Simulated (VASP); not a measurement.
# Al (P6_3/mmc) in VASP: notebook

Runs on Al. Level: r2SCAN. Tasks: single point.

Everything below comes from runs of VASP 6.6.1. Logs are shortened: lines on timing, memory, paths and dates and some standing lists are left out, and cuts for length are marked.

## Step 1: The cell of the first run

The structure is hexagonal, space group P6_3/mmc (No. 194). The conventional cell has a = 2.953 Å, b = 2.953 Å, c = 4.989 Å, α = 90.00°, β = 90.00°, γ = 120.00°. Within 3.9 Å of Al (site symmetry -6m2) lie 12 Al at 2.95 to 3.02 Å.

## Step 2: Single point, r2SCAN (strain +0.050 along x and y, +0.025 along z)

Contents of POSCAR:

```
Al
1.0
    2.9530781191      0.0000000000      0.0000000000
   -1.4765390595      2.5574406705      0.0000000000
    0.0000000000      0.0000000000      4.9885212500
Al
2
Direct
    0.6666666667      0.3333333333      0.7500000000
    0.3333333333      0.6666666667      0.2500000000
```

Contents of INCAR.step1:

```
SYSTEM = Al
PREC = Accurate
ENCUT = 520
ISMEAR = 0
SIGMA = 0.15
LREAL = .False.
LASPH = .True.
NELM = 100
NBANDS = 10
GGA = PE
ALGO = Normal
EDIFF = 1E-4
LWAVE = .True.
LCHARG = .False.
```

Contents of INCAR.step2:

```
SYSTEM = Al
PREC = Accurate
ENCUT = 520
EDIFF = 1E-7
ISMEAR = 0
SIGMA = 0.15
LREAL = .False.
LASPH = .True.
NELM = 100
ALGO = Normal
ISIF = 2
LWAVE = .False.
LCHARG = .False.
METAGGA = R2SCAN
LMIXTAU = .True.
NBANDS = 10
ISTART = 1
```

Contents of KPOINTS:

```
regular mesh
0
Gamma
  18 18 10
  0 0 0
```

Potentials or basis: VASP PAW PBE potentials, release 64 (Al).

Started as:

```sh
> cat potpaw_PBE.64/Al/POTCAR > POTCAR
> cp INCAR.step1 INCAR
> mpirun -np 1 vasp_std > vasp.out
> cp INCAR.step2 INCAR
> mpirun -np 1 vasp_std > vasp.out
```

OUTCAR:

```text
SYSTEM = Al
   PREC = Accurate
   ENCUT = 520
   EDIFF = 1E-7
   ISMEAR = 0
   LREAL = .False.
   LASPH = .True.
   NELM = 100
   ISIF = 2
   METAGGA = R2SCAN
   ISTART = 1

 ion  position               nearest neighbor table
   1  0.667  0.333  0.750-   2 3.02   2 3.02   2 3.02   2 3.02   2 3.02   2 3.02
   2  0.333  0.667  0.250-   1 3.02   1 3.02   1 3.02   1 3.02   1 3.02   1 3.02

  LATTYP: Found a hexagonal cell.
 ALAT       =     2.9530781191
 C/A-ratio  =     1.6892615260

  Lattice vectors:

 A1 = (   2.9530781191,   0.0000000000,   0.0000000000)
 A2 = (  -1.4765390595,   2.5574406705,   0.0000000000)
 A3 = (   0.0000000000,   0.0000000000,   4.9885212500)

Analysis of symmetry for initial positions (statically):
=====================================================================
 Subroutine PRICEL returns:
 Original cell was already a primitive cell.

 Routine SETGRP: Setting up the symmetry group for a
 hexagonal supercell.

 Subroutine GETGRP returns: Found 24 space group operations
 (whereof 12 operations were pure point group operations)
 out of a pool of 24 trial point group operations.

The static configuration has the point symmetry D_3d.
 The point group associated with its full space group is D_6h.

Analysis of symmetry for dynamics (positions and initial velocities):
=====================================================================
 Subroutine PRICEL returns:
 Original cell was already a primitive cell.

 Routine SETGRP: Setting up the symmetry group for a
 hexagonal supercell.

 Subroutine GETGRP returns: Found 24 space group operations
 (whereof 12 operations were pure point group operations)
 out of a pool of 24 trial point group operations.

The dynamic configuration has the point symmetry D_3d.
 The point group associated with its full space group is D_6h.

 Subroutine INISYM returns: Found 24 space group operations
 (whereof 12 operations are pure point group operations),
 and found     1 'primitive' translations

----------------------------------------------------------------------------------------

                                     Primitive cell

  volume of cell :      37.6749

  direct lattice vectors                    reciprocal lattice vectors
     2.953078119  0.000000000  0.000000000     0.338629714  0.195507957  0.000000000
    -1.476539060  2.557440671  0.000000000     0.000000000  0.391015914  0.000000000
     0.000000000  0.000000000  4.988521250     0.000000000  0.000000000  0.200460207

  length of vectors
     2.953078119  2.953078119  4.988521250     0.391015913  0.391015914  0.200460207

  position of ions in fractional coordinates (direct lattice)
     0.666666667  0.333333333  0.750000000
     0.333333333  0.666666667  0.250000000

  ion indices of the primitive-cell ions
   primitive index   ion index
                 1           1
                 2           2

----------------------------------------------------------------------------------------

 KPOINTS: regular mesh

Automatic generation of k-mesh.
 Grid dimensions read from file:
 generate k-points for:   18   18   10

 Generating k-lattice:

  Cartesian coordinates                     Fractional coordinates (reciprocal lattice)
     0.018812762  0.010861553  0.000000000     0.055555556  0.000000000  0.000000000
     0.000000000  0.021723106  0.000000000     0.000000000  0.055555556  0.000000000
     0.000000000  0.000000000  0.020046021     0.000000000  0.000000000  0.100000000

  Length of vectors
     0.021723106  0.021723106  0.020046021

  Shift w.r.t. Gamma in fractional coordinates (k-lattice)
     0.000000000  0.000000000  0.000000000

 Subroutine IBZKPT returns following result:
 ===========================================

 Found    222 irreducible k-points:

 Following reciprocal coordinates:
            Coordinates               Weight
  0.000000  0.000000  0.000000      1.000000
  0.055556  0.000000  0.000000      6.000000
  0.111111  0.000000  0.000000      6.000000
  0.166667  0.000000  0.000000      6.000000
  0.222222  0.000000  0.000000      6.000000
  0.277778  0.000000  0.000000      6.000000
[... 16 lines left out ...]
  0.333333  0.111111  0.000000     12.000000
  0.388889  0.111111  0.000000     12.000000
 [... further k-points ...]
   k-points           NKPTS =    222   k-points in BZ     NKDIM =    222   number of bands    NBANDS=     10
   number of dos      NEDOS =    301   number of ions     NIONS =      2
   total plane-waves  NPLWV =  23040
   dimension x,y,z NGX =    24 NGY =   24 NGZ =   40
   dimension x,y,z NGXF=    48 NGYF=   48 NGZF=   80
   ions per type =               2
   NGX,Y,Z   is equivalent  to a cutoff of  13.51, 13.51, 13.33 a.u.
   NGXF,Y,Z  is equivalent  to a cutoff of  27.02, 27.02, 26.66 a.u.
 SYSTEM =  Al
   PREC   = accura    normal or accurate (medium, high low for compatibility)
   ISTART =      1    job   : 0-new  1-cont  2-samecut
   ICHARG =      0    charge: 1-file 2-atom 10-const
   ISPIN  =      1    spin polarized calculation?
   LNONCOLLINEAR =      F non collinear calculations
   LSORBIT =      F    spin-orbit coupling
   LASPH  =      T    aspherical Exc in radial PAW
   ENCUT  =  520.0 eV  38.22 Ry    6.18 a.u.   5.49  5.49  9.28*2*pi/ulx,y,z
   NELM   =    100;   NELMIN=  2; NELMDL=  0     # of ELM steps
   EDIFF  = 0.1E-06   stopping-criterion for ELM
   LREAL  =      F    real-space projection
   EDIFFG = 0.1E-05   stopping-criterion for IOM
   NSW    =      0    number of steps for IOM
   IBRION =     -1    ionic relax: 0-MD 1-quasi-New 2-CG
   NFREE  =      0    steps in history (QN), initial steepest desc. (CG)
   ISIF   =      2    stress and relaxation
   ISYM   =      2    0-nonsym 1-usesym 2-fastsym
   POTIM  = 0.5000    time-step for ionic-motion
   TEBEG  =    0.0;   TEEND  =   0.0 temperature during run
   PSTRESS=    0.0 pullay stress
   NELECT =       6.0000    total number of electrons
   NUPDOWN=      -1.0000    fix difference up-down
   EMIN   =  10.00;   EMAX   =-10.00  energy-range for DOS
   EFERMI =   0.00;   METHOD = LEGACY
   ISMEAR =     0;   SIGMA  =   0.15  broadening in eV -4-tet -1-fermi 0-gaus
   EFERMI_NEDOS =   21; number of points for ismear=-14 and -15
   IALGO  =     38    algorithm
   IMIX   =      4    mixing-type and parameters
     AMIX     =   0.40;   BMIX     =  1.00
     AMIX_MAG =   1.60;   BMIX_MAG =  1.00
  volume/ion in A,a.u.               =      18.84       127.12
  Fermi-wavevector in a.u.,A,eV,Ry     =   0.887376  1.676898 10.713726  0.787437
  Thomas-Fermi vector in A             =   2.008666
   LORBIT       =      0    0 simple, 1 ext, 2 COOP (PROOUT), +10 PAW based schemes
   METAGGA = R2SCAN    functional components
   LHFCALC =     F    Hartree Fock is set to
   AEXX    =    0.0000 exact exchange contribution
   IVDW    =     0    specifies the selected vdW correction
   LEPSILON=     F    determine dielectric tensor
   LRPA    =     F    only Hartree local field effects (RPA)
 non-spin polarized calculation
 Gauss-broadening in eV      SIGMA  =   0.15
  energy-cutoff  :      520.00
  volume of cell :       37.67
 maximum number of plane-waves:      1051
 NGX is ok and might be reduce to    24
   NGX = 11   NGY = 11   NGZ = 19

 number of electron       6.0000000 magnetization

 Free energy of the ion-electron system (eV)
  ---------------------------------------------------
  ext. energy  EPLUGINS =         0.00000000
  ---------------------------------------------------
  free energy    TOTEN  =       -13.18671068 eV

  energy without entropy =      -13.17554229  energy(sigma->0) =      -13.18112649

 E-fermi :   6.6842     XC(G=0): -10.4327

 val. band max:        6.6808201539   @ k =   0.2778   0.0556   0.2000
 cond. band min:       6.6862621899   @ k =   0.3889   0.1667   0.2000
 fundamental gap:      0.0054420360
 Fermi energy:         6.6841540011

 k-point     1 :       0.0000    0.0000    0.0000
  band No.  band energies     occupation
      1      -4.2402      2.00000
      2       1.9242      2.00000
      3       2.0741      2.00000
      4      17.4714      0.00000
      5      17.4714      0.00000
      6      18.0230      0.00000
      7      18.0230      0.00000
      8      18.3632      0.00000
      9      19.4113      0.00000
     10      20.8451      0.00000

 k-point     2 :       0.0556    0.0000    0.0000
  band No.  band energies     occupation
      1      -4.1656      2.00000
      2       1.9972      2.00000
      3       2.1446      2.00000
      4      15.9694      0.00000
      5      16.6105      0.00000
      6      17.7052      0.00000
      7      19.0137      0.00000
      8      19.0765      0.00000
      9      19.4158      0.00000
     10      20.9196      0.00000

 k-point     3 :       0.1111    0.0000    0.0000
  band No.  band energies     occupation
      1      -3.9419      2.00000
      2       2.2155      2.00000
      3       2.3560      2.00000
      4      13.9127      0.00000
      5      15.6523      0.00000
      6      17.0228      0.00000
      7      18.7990      0.00000
      8      19.1622      0.00000
      9      20.0079      0.00000
     10      20.3538      0.00000

 k-point     4 :       0.1667    0.0000    0.0000
  band No.  band energies     occupation
      1      -3.5699      2.00000
      2       2.5775      2.00000
      3       2.7082      2.00000
      4      11.8608      0.00000
      5      14.8142      0.00000
      6      16.1837      0.00000
      7      17.3218      0.00000
      8      17.6841      0.00000
      9      19.7047      0.00000
     10      20.0893      0.00000

 k-point     5 :       0.2222    0.0000    0.0000
  band No.  band energies     occupation
      1      -3.0506      2.00000
      2       3.0789      2.00000
      3       3.2009      2.00000
      4       9.8919      0.00000
      5      14.1039      0.00000
      6      15.0357      0.00000
      7      15.8150      0.00000
      8      16.0611      0.00000
      9      19.0641      0.00000
     10      20.1850      0.00000

 k-point     6 :       0.2778    0.0000    0.0000
  band No.  band energies     occupation
      1      -2.3853      2.00000
      2       3.7103      2.00000
      3       3.8335      2.00000
      4       8.0391      0.00000
      5      13.5177      0.00000
      6      13.5227      0.00000
      7      13.9875      0.00000
      8      15.3016      0.00000
      9      18.5413      0.00000
     10      19.5989      0.00000
[... 183 lines left out ...]
 k-point    21 :       0.2222    0.1111    0.0000
  band No.  band energies     occupation
      1      -2.1642      2.00000
      2       3.9199      2.00000
      3       4.0442      2.00000
      4       8.2438      0.00000
      5      10.6682      0.00000
      6      13.9748      0.00000
      7      14.1179      0.00000
      8      16.2835      0.00000
      9      16.9895      0.00000
     10      18.1452      0.00000

 k-point    22 :       0.2778    0.1111    0.0000
  band No.  band energies     occupation
      1      -1.3561      2.00000
      2       4.6290      2.00000
      3       4.8147      2.00000
      4       6.5655      1.73684
      5      10.1510      0.00000
      6      12.4074      0.00000
      7      12.4384      0.00000
      8      15.8608      0.00000
      9      16.4466      0.00000
     10      17.7389      0.00000

 k-point    23 :       0.3333    0.1111    0.0000
  band No.  band energies     occupation
      1      -0.4068      2.00000
      2       4.5964      2.00000
      3       5.7185      2.00000
      4       5.8799      2.00000
      5       9.6847      0.00000
      6      10.8654      0.00000
      7      11.0279      0.00000
      8      15.5556      0.00000
      9      16.0707      0.00000
     10      17.4358      0.00000

 k-point    24 :       0.3889    0.1111    0.0000
  band No.  band energies     occupation
      1       0.6795      2.00000
      2       3.2464      2.00000
      3       6.7342      0.63681
      4       6.7518      0.52335
      5       8.9790      0.00000
      6       9.4427      0.00000
      7      10.1528      0.00000
      8      15.3713      0.00000
      9      15.8480      0.00000
     10      17.2501      0.00000

 [... further k-points ...]
[... 5 lines left out ...]
  --------------------------------------------------------------------------------------
  -------------------------------------------------------------------------------------
  Total       -2.3884926     -2.3884926     -2.3271218     -0.0000000      0.0000000     -0.0000000
  in kB     -101.5739077   -101.5739077    -98.9640301     -0.0000000      0.0000000     -0.0000000
  external PRESSURE =    -100.7039485 kB  Pullay stress =       0.0000000 kB

 VOLUME and BASIS-vectors are now :
 -----------------------------------------------------------------------------
  energy-cutoff  :      520.00
  volume of cell :       37.67
      direct lattice vectors                 reciprocal lattice vectors
     2.953078119  0.000000000  0.000000000     0.338629714  0.195507957  0.000000000
    -1.476539060  2.557440671  0.000000000     0.000000000  0.391015914  0.000000000
     0.000000000  0.000000000  4.988521250     0.000000000  0.000000000  0.200460207

 POSITION                                       TOTAL-FORCE (eV/Angst)
 -----------------------------------------------------------------------------------
      1.47654      0.85248      3.74139        -0.000000      0.000000      0.000000
     -0.00000      1.70496      1.24713         0.000000      0.000000      0.000000
 -----------------------------------------------------------------------------------
    total drift:                               -0.000000      0.000000     -0.000000

  FREE ENERGIE OF THE ION-ELECTRON SYSTEM (eV)
  ---------------------------------------------------
  free  energy   TOTEN  =       -13.1867106789 eV

  energy  without entropy=      -13.1755422937  energy(sigma->0) =      -13.18112649
```

Wall time 4.5 min (1 thread of Intel Xeon Platinum 8375C at 2.90GHz (Ice Lake), shared host); peak memory 0.21 GiB.

What came out:

```
Free energy            : -13.1867 eV
Pressure               : -10.1 GPa
Band gap on the k mesh : zero (band 3 reaches 10.51 eV, above the bottom of band 4 at 3.56 eV)
```

Caveat: the cell differs from its parent crystal (strain +0.050 along x and y, +0.025 along z); the PAW data sets were made with another functional, which shifts forces and pressure a little.

## Step 3: Single point, r2SCAN (strain +0.050 along x and y, +0.050 along z)

Changes to POSCAR since step 2:

```diff
@@ -4,3 +4,3 @@
    -1.4765390595      2.5574406705      0.0000000000
-    0.0000000000      0.0000000000      4.9885212500
+    0.0000000000      0.0000000000      5.1101925000
 Al
```

Contents of INCAR.step1:

```
SYSTEM = Al
PREC = Accurate ; ENCUT = 520
ISMEAR = 0 ; SIGMA = 0.15
LREAL = .FALSE. ; LASPH = .TRUE.
NELM = 80 ; NBANDS = 10
GGA = PE ; ALGO = Normal
EDIFF = 1E-4 ; LWAVE = .TRUE.
LCHARG = .FALSE.
```

Contents of INCAR.step2:

```
SYSTEM = Al
PREC = Accurate ; ENCUT = 520
EDIFF = 1E-6 ; ISMEAR = 0
SIGMA = 0.15 ; LREAL = .FALSE.
LASPH = .TRUE. ; NELM = 80
ALGO = Normal ; ISIF = 2
LWAVE = .FALSE. ; LCHARG = .TRUE.
METAGGA = R2SCAN ; LMIXTAU = .TRUE.
LELF = .TRUE. ; LVHAR = .TRUE.
NBANDS = 10 ; ISTART = 1
```

Contents of KPOINTS:

```
regular mesh
0
G
  18 18 10
  0 0 0
```

Potentials or basis: VASP PAW PBE potentials, release 64 (Al).

Started as:

```sh
> cat potpaw_PBE.64/Al/POTCAR > POTCAR
> cp INCAR.step1 INCAR
> mpirun -np 1 vasp_std > vasp.out
> cp INCAR.step2 INCAR
> mpirun -np 1 vasp_std > vasp.out
```

Run time: 3.1 min. Hardware: 1 thread of Intel Xeon Platinum 8375C at 2.90GHz (Ice Lake), shared host; peak memory 0.21 GiB.

The run converged. Its results:

```
Free energy            : -13.1273 eV
Pressure               : -10.8 GPa
Band gap on the k mesh : zero (band 3 reaches 10.12 eV, above the bottom of band 4 at 3.41 eV)
```

Stress tensor (GPa, compression positive):
```
-10.68   0.00   0.00
  0.00 -10.68   0.00
  0.00   0.00 -10.91
```

Levels at points of the mesh, in eV from the Fermi level:
| k point | band 1 | band 2 | band 3 | band 4 | band 5 | band 6 | band 7 | band 8 |
| --- | --- | --- | --- | --- | --- | --- | --- | --- |
| (0.00, 0.00, 0.00) | -10.76 | -5.00 | -4.61 | 10.97 | 10.97 | 11.17 | 11.50 | 11.50 |
| (0.50, 0.00, 0.00) | -4.92 | -4.74 | 0.52 | 0.67 | 1.16 | 1.64 | 5.98 | 7.55 |
| (0.00, 0.00, 0.50) | -9.25 | -9.25 | 2.36 | 2.36 | 12.21 | 12.21 | 12.21 | 12.21 |
| (0.50, 0.00, 0.50) | -3.65 | -3.65 | -3.05 | -3.05 | 7.29 | 7.29 | 7.48 | 7.48 |

Caveat: the cell differs from its parent crystal (strain +0.050 along x and y, +0.050 along z); the PAW data sets were made with another functional, which shifts forces and pressure a little.

## Step 4: Single point, r2SCAN (strain +0.025 along x and y, -0.050 along z)

Contents of POSCAR:

```
Al
1.0
    2.8827667353      0.0000000000      0.0000000000
   -1.4413833676      2.4965492260      0.0000000000
    0.0000000000      0.0000000000      4.6235075000
Al
2
Direct
    0.6666666667      0.3333333333      0.7500000000
    0.3333333333      0.6666666667      0.2500000000
```

Contents of INCAR.step1:

```
ALGO = Normal
EDIFF = 1E-4
ENCUT = 520
GGA = PE
ISMEAR = 0
LASPH = T
LCHARG = F
LREAL = F
LWAVE = T
NBANDS = 10
NELM = 60
PREC = Accurate
SIGMA = 0.15
```

Contents of INCAR.step2:

```
ALGO = Normal
EDIFF = 1E-6
ENCUT = 520
ISIF = 2
ISMEAR = 0
ISTART = 1
LASPH = T
LCHARG = T
LELF = T
LMIXTAU = T
LREAL = F
LVHAR = T
LWAVE = F
METAGGA = R2SCAN
NBANDS = 10
NELM = 60
PREC = Accurate
SIGMA = 0.15
```

Contents of KPOINTS:

```
k-points
0
Gamma
  18 18 10
```

Started as:

```sh
> cat potpaw_PBE.64/Al/POTCAR > POTCAR
> cp INCAR.step1 INCAR
> mpirun -np 1 vasp_std > vasp.out
> cp INCAR.step2 INCAR
> mpirun -np 1 vasp_std > vasp.out
```

It took 2 min on 1 thread of AMD EPYC 9R45 (Zen 5), shared host; peak memory 0.17 GiB.

It converged, with:

```
Free energy            : -13.3834 eV
Pressure               : -3.4 GPa
Band gap on the k mesh : zero (band 3 reaches 12.58 eV, above the bottom of band 4 at 4.55 eV)
```

Stress tensor (GPa, compression positive):
```
-3.90  0.00  0.00
 0.00 -3.90  0.00
 0.00  0.00 -2.43
```

Levels at points of the mesh, in eV from the Fermi level:
```
           k point  band 1  band 2  band 3  band 4  band 5  band 6  band 7  band 8
(0.00, 0.00, 0.00)  -11.80   -4.87   -4.30   10.94   10.94   11.35   11.35   12.93
(0.50, 0.00, 0.00)   -5.68   -5.57    0.62    1.44    1.50    2.08    5.73    7.71
(0.00, 0.00, 0.50)   -9.97   -9.97    4.00    4.00   12.24   12.24   12.24   12.24
(0.50, 0.00, 0.50)   -4.25   -4.25   -3.39   -3.39    7.31    7.31    7.96    7.96
```

Caveat: the cell differs from its parent crystal (strain +0.025 along x and y, -0.050 along z); the PAW data sets were made with another functional, which shifts forces and pressure a little.

(Part 1 of 2 ends here.)
